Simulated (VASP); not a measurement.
Wanted: the native input for a VASP 6.6.1 run.

```yaml
Task: single point
Functional: LDA
Potentials_or_basis: VASP PAW LDA potentials, release 64 (Si, O)
Cutoff: 520 eV
k_mesh: 6 × 6 × 4
Occupations: gaussian, width 0.02 eV
Spin: no spin polarisation
Dipole_correction: no
Further_INCAR_settings: ALGO = Normal; EDIFF = 1e-07; NBANDS = 34
```

The structure of SiO2 lies in POSCAR:

```
SiO2
1.0
    4.9379244286      0.0000000000      0.0000000000
   -2.4689622143      4.2763679972      0.0000000000
    0.0000000000      0.0000000000      5.6546237355
Si O
3 6
Direct
    0.0000000000      0.5000000000      0.3333333333
    0.5000000000      0.5000000000      0.6666666667
    0.5000000000      0.0000000000      0.0000000000
    0.5887341956      0.7943670978      0.8333333333
    0.7943670978      0.5887341956      0.5000000000
    0.7943670978      0.2056329022      0.1666666667
    0.4112658044      0.2056329022      0.8333333333
    0.2056329022      0.4112658044      0.5000000000
    0.2056329022      0.7943670978      0.1666666667
```

This cell differs from its parent crystal: biaxial strain in the a-b plane: -2.0 %, then relaxed in part.

The input as run:

INCAR

```
SYSTEM = SiO2
PREC = Accurate
ENCUT = 520
EDIFF = 1E-7
ISMEAR = 0
SIGMA = 0.02
LREAL = .False.
LASPH = .True.
NELM = 80
ALGO = Normal
ISIF = 2
LWAVE = .False.
LCHARG = .True.
GGA = CA
LELF = .True.
LVHAR = .True.
NBANDS = 34
```

KPOINTS

```
Automatic mesh
0
Gamma
  6 6 4
  0 0 0
```

Potentials or basis: VASP PAW LDA potentials, release 64 (Si, O).

The run is started by

```console
$ cat potpaw_LDA.64/Si/POTCAR potpaw_LDA.64/O/POTCAR > POTCAR
$ mpirun -np 1 vasp_std > vasp.out
```

Results of the run:

```
Pressure               : 2.5 GPa
Largest force          : 0.008 eV/Å
Band gap on the k mesh : 5.47 eV, indirect (least direct gap 5.57 eV)
```

Caveat: the cell differs from its parent crystal (biaxial strain in the a-b plane: -2.0 %, then relaxed in part).

Run time: 54 s on 1 thread of AMD EPYC 9R14 (Zen 4) (shared host), peak memory 0.19 GiB.
